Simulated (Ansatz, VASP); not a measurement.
## ZnIrC4N4 in VASP and in Ansatz

```xyz
10
Lattice="5.8984 0.0000 0.0000 0.0000 5.8984 0.0000 0.0000 0.0000 5.8984" Properties=species:S:1:pos:R:3 pbc="T T T"
Zn    2.9492    2.9492    2.9492
Ir    0.0000    0.0000    0.0000
C     1.1387    1.1387    1.1387
C     1.1387    4.7597    4.7597
C     4.7597    1.1387    4.7597
C     4.7597    4.7597    1.1387
N     1.8160    1.8160    1.8160
N     1.8160    4.0824    4.0824
N     4.0824    1.8160    4.0824
N     4.0824    4.0824    1.8160
```

Alike in both runs: functional PBE; k mesh 4 × 4 × 4; occupations gaussian, width 0.1 eV; collinear spin.

Ansatz relaxed the structure, and its values are those at the end. VASP's run is a single point on that final structure, the one shown.

```csv
,VASP,Ansatz
version,VASP 6.6.1,Ansatz 0.2.0
potentials or method,"VASP PAW PBE potentials, release 64 (Zn, Ir, C, N), cutoff 520 eV","scalar-relativistic, plane waves, PAW"
valence electrons in the cell,57,65
```

|  | VASP | Ansatz | Ansatz less VASP |
| --- | --- | --- | --- |
| gap on the k mesh at the Fermi level (eV) | 0.46 | 0.46 | 0.000 |
| least direct gap on the mesh (eV) | 0.70 | 0.71 | +0.003 |
| pressure (GPa) | 0.6 | 0.0 | -0.55 |
| rms of the force components (eV/Å) | 0.141 | 0.006 | -0.1354 |
| net moment per atom (μB) | 0.30 | 0.30 | 0.000 |
| size of the moment on the site where the two differ most (μB) | 1.48 | 0.82 | -0.652 |

Site moments also hang on the region over which each program counts them. VASP's potentials hold 57 valence electrons a cell and Ansatz's 65, so a difference there can come from the potentials and not from the codes.

Neither program's run includes spin-orbit coupling. Noted on VASP's run: the standard files for N, O and F lose accuracy on very short bonds.
